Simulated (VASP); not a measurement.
**Ta32F (a cell with a defect): single point with PBE**

Crystal: Ta32F (a cell with a defect).

```
Ta F
1.0
     0.00000    6.64148    6.64148
     6.64148    0.00000    6.64148
     6.64148    6.64148    0.00000
Ta F
32 1
Direct
  0.99198 0.99205 0.00826
  0.12026 0.12034 0.13336
  0.25025 0.25033 0.24996
  0.37491 0.37498 0.36729
  0.99955 0.99962 0.50065
  0.12024 0.12033 0.62652
  0.22291 0.22301 0.77723
  0.37490 0.37496 0.88332
  0.00059 0.49809 0.99960
  0.12601 0.62387 0.12529
  0.25178 0.74925 0.25104
  0.37613 0.88305 0.37065
  0.00063 0.49809 0.50220
  0.11688 0.63299 0.62530
  0.25177 0.74927 0.74841
  0.37366 0.86690 0.87996
  0.49802 0.00068 0.99960
  0.62380 0.12608 0.12528
  0.74919 0.25188 0.25101
  0.88298 0.37621 0.37065
  0.49800 0.00068 0.50221
  0.63292 0.11695 0.62531
  0.74919 0.25185 0.74843
  0.86682 0.37375 0.87995
  0.49954 0.49962 0.00066
  0.62955 0.62963 0.11722
  0.75783 0.75789 0.24242
  0.87489 0.87498 0.37642
  0.52686 0.52694 0.47328
  0.62954 0.62962 0.62407
  0.75024 0.75033 0.74995
  0.87488 0.87499 0.87420
  0.37509 0.37477 0.62596
```

* Program: VASP 6.6.1
* Task: single point
* Functional: PBE
* Potentials or basis: VASP PAW PBE potentials, release 64 (Ta_pv, F)
* Cutoff: 520 eV
* k mesh: 1 × 1 × 1
* Occupations: methfessel-paxton, width 0.1 eV
* Spin: no spin polarisation

```
Pressure      : -6.1 GPa
Largest force : 0.062 eV/Å
```

Forces on the atoms (eV/Å):
```
Ta   0.000  0.000  0.001
Ta   0.000  0.001  0.001
Ta   0.000  0.000  0.002
Ta  -0.008 -0.008  0.000
Ta  -0.001 -0.001  0.002
Ta  -0.001  0.000  0.001
Ta   0.000  0.000 -0.062
Ta   0.009  0.008  0.001
Ta  -0.002  0.000  0.000
Ta   0.000 -0.001 -0.001
Ta  -0.001  0.001  0.001
Ta  -0.002  0.001 -0.001
Ta   0.000  0.002 -0.002
Ta   0.009 -0.008  0.001
Ta   0.000  0.001  0.000
Ta  -0.001  0.000  0.002
Ta   0.000 -0.001 -0.001
Ta   0.001  0.001 -0.001
Ta   0.000  0.000 -0.001
Ta   0.001 -0.002 -0.002
Ta   0.001  0.000  0.000
Ta  -0.007  0.008  0.000
Ta   0.000  0.000  0.001
Ta   0.001 -0.001  0.001
Ta  -0.001 -0.001  0.001
Ta   0.000  0.001 -0.001
Ta   0.001  0.000 -0.002
Ta  -0.001 -0.001  0.000
Ta   0.000 -0.001  0.061
Ta  -0.002 -0.001  0.000
Ta   0.000  0.000  0.001
Ta   0.000  0.001 -0.001
F    0.000 -0.001 -0.003
```

Stress tensor (GPa, compression positive):
```
-6.98  0.00  0.00
 0.00 -6.97  0.00
 0.00  0.00 -4.33
```

Levels at points of the mesh, in eV from the Fermi level:
```
           k point  band 178  band 179  band 180  band 181  band 182  band 183
(0.00, 0.00, 0.00)     -0.69     -0.03     -0.03      0.45      0.56      0.71
```

Run time: 3.6 min on 1 thread of AMD EPYC 9R14 (Zen 4), on a shared host, peak memory 0.65 GiB.

Caveat: the k points lie up to 0.82 Å⁻¹ apart; spin-orbit coupling is left out, which moves the levels of the heavy elements; an odd number of electrons without spin polarisation forces a metal; a magnetic or distorted state may lie lower.
